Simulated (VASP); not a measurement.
# WF2: single point with r2SCAN+U

WF2:

```
W F
1.0
     5.08164    0.00000    0.00000
     0.00000    5.08164    0.00000
     0.00000    0.00000    4.36907
W F
2 4
Direct
  0.00000 0.00000 0.00000
  0.50000 0.50000 0.50000
  0.31401 0.31401 0.00000
  0.68599 0.68599 0.00000
  0.81401 0.18599 0.50000
  0.18599 0.81401 0.50000
```

```yaml
Program: VASP 6.6.1
Task: single point
Functional: r2SCAN
Potentials_or_basis: VASP PAW PBE potentials, release 64 (W_sv, F)
Cutoff: 520 eV
k_mesh: 8 × 8 × 8
Occupations: gaussian, width 0.01 eV
Spin: no spin polarisation
Hubbard_terms: W d U = 6.2 eV
```

```
Pressure               : -15.9 GPa
Largest force          : 0.255 eV/Å
Band gap on the k mesh : 0.91 eV (least direct gap 1.25 eV)
```

Forces on the atoms (eV/Å):
```
W    0.000  0.000  0.000
W    0.000  0.000  0.000
F   -0.181 -0.181  0.000
F    0.181  0.181  0.000
F   -0.181  0.181  0.000
F    0.181 -0.181  0.000
```

Stress tensor (GPa, compression positive):
```
-12.08   0.00   0.00
  0.00 -12.08   0.00
  0.00   0.00 -23.42
```

Levels at points of the mesh, in eV from the valence-band top:
```
           k point  band 26  band 27  band 28  band 29  band 30  band 31
(0.00, 0.00, 0.00)    -0.39    -0.39    -0.34     0.91     3.70     4.09
(0.50, 0.00, 0.00)    -0.38    -0.32    -0.32     2.55     2.55     3.92
(0.50, 0.50, 0.00)    -0.38    -0.37    -0.37     3.12     3.12     4.07
(0.00, 0.00, 0.50)    -0.33    -0.20    -0.20     3.64     3.64     3.73
(0.50, 0.00, 0.50)    -0.48     0.00     0.00     3.49     3.49     4.08
(0.50, 0.50, 0.50)    -0.30    -0.20    -0.20     3.95     3.95     3.95
```

Eigenvalues of the final occupation matrices:
```tsv
site	spin	trace	eigenvalues
site 1 d	1	1.67	0.01 0.02 0.06 0.74 0.83
site 1 d	2	1.67	0.01 0.02 0.06 0.74 0.83
site 2 d	1	1.67	0.01 0.02 0.06 0.74 0.83
site 2 d	2	1.67	0.01 0.02 0.06 0.74 0.83
```

Wall time 28 min on 1 thread of Oxide Virtual Turin-like Processor, with other jobs on the host, peak memory 0.36 GiB.

Caveat: the stress differs along the axes, from -23 to -12 GPa; the PAW data sets were made with another functional, which shifts forces and pressure a little; spin-orbit coupling is left out, which moves the levels of the heavy elements. A k mesh can miss the band edges.
